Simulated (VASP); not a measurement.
## SnO: single point with r2SCAN

Crystal: SnO.

```xyz
2
Lattice="0.0000 2.7613 2.7613 2.7613 0.0000 2.7613 2.7613 2.7613 0.0000" Properties=species:S:1:pos:R:3 pbc="T T T"
Sn    0.0000    0.0000    0.0000
O     1.3807    1.3807    1.3807
```

This cell differs from its parent crystal: volume changed by +6%.

* Program: VASP 6.6.1
* Task: single point
* Functional: r2SCAN
* Potentials or basis: VASP PAW PBE potentials, release 64 (Sn_d, O)
* Cutoff: 520 eV
* k mesh: 6 × 6 × 6
* Occupations: fermi-dirac, width 0.02 eV
* Spin: no spin polarisation
* Dipole correction: no
* Further INCAR settings: ALGO = Normal; EDIFF = 1e-06; NBANDS = 17

The pressure is -3.5 GPa. The band gap on the k mesh is zero (band 10 reaches 5.29 eV, above the bottom of band 11 at 5.14 eV).

Levels at points of the mesh, in eV from the Fermi level:
```tsv
k point	band 8	band 9	band 10	band 11	band 12	band 13
(0.00, 0.00, 0.00)	-3.55	-3.55	-3.55	4.60	4.60	4.60
(0.50, 0.00, 0.00)	-3.96	-3.96	-2.33	1.87	4.75	4.75
(0.50, 0.50, 0.00)	-4.67	-4.67	-0.33	-0.17	5.36	5.36
```

It took 61 s on 1 thread of Intel(R) Xeon(R) Platinum 8488C (Sapphire Rapids), with other jobs on the host, peak memory 0.17 GiB.

Caveat: the PAW data sets were made with another functional, which shifts forces and pressure a little; spin-orbit coupling is left out, which moves the levels of the heavy elements.
